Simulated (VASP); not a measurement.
Set up this calculation in VASP 6.6.1, as the native input.

```yaml
Task: single point
Functional: PBE
Potentials_or_basis: VASP PAW PBE potentials, release 64 (Sr_sv, Al, O)
Cutoff: 520 eV
k_mesh: 6 × 6 × 4
Occupations: gaussian, width 0.1 eV
Spin: collinear spin, ferromagnetic start
Starting_moments: "[0.0, 0.0, 0.0, 1.0, 1.0] μB"
Dipole_correction: no
Further_INCAR_settings: ALGO = Normal; EDIFF = 1e-06; NBANDS = 26
```

The structure of SrAl2O2 lies in POSCAR:

```
SrAl2O2
1.0
    4.6205259700      0.0000000000      0.0000000000
   -2.3102629900      4.0014928700      0.0000000000
    0.0000000000      0.0000000000      4.3824653400
Sr Al O
1 2 2
Direct
    0.0000000000      0.0000000000      0.5000000000
    0.3333333300      0.6666666700      0.0000000000
    0.6666666700      0.3333333300      0.0000000000
    0.3333333300      0.6666666700      0.5000000000
    0.6666666700      0.3333333300      0.5000000000
```

The cell was built from a structure type or drawn by symmetry, and may not be a known phase.

The input as run:

INCAR

```
SYSTEM = SrAl2O2
PREC = Accurate
ENCUT = 520
EDIFF = 1E-6
ISMEAR = 0
SIGMA = 0.1
LREAL = .False.
LASPH = .True.
NELM = 150
ALGO = Normal
ISIF = 2
LWAVE = .False.
LCHARG = .True.
ISPIN = 2
MAGMOM = 0 0 0 1 1
LORBIT = 11
GGA = PE
LELF = .True.
LVHAR = .True.
NBANDS = 26
```

KPOINTS

```
Automatic mesh
0
Gamma
  6 6 4
  0 0 0
```

Potentials or basis: VASP PAW PBE potentials, release 64 (Sr_sv, Al, O).

The run is started by

```sh
$ cat potpaw_PBE.64/Sr_sv/POTCAR potpaw_PBE.64/Al/POTCAR potpaw_PBE.64/O/POTCAR > POTCAR
$ mpirun -np 1 vasp_std > vasp.out
```

Results of the run:

```
Pressure                                              : -4.3 GPa
Band gap on the k mesh                                : zero (filled and empty bands overlap)
Net moment                                            : 0.00 μB per cell
Valence electrons inside the program's atomic spheres : Sr 8.03; Al 0.73; O 4.91
```

Caveat: the cell stands under tension.

Run time: 97 s on 1 thread of Intel(R) Xeon(R) Platinum 8488C (Sapphire Rapids), on a shared host, peak memory 0.27 GiB.
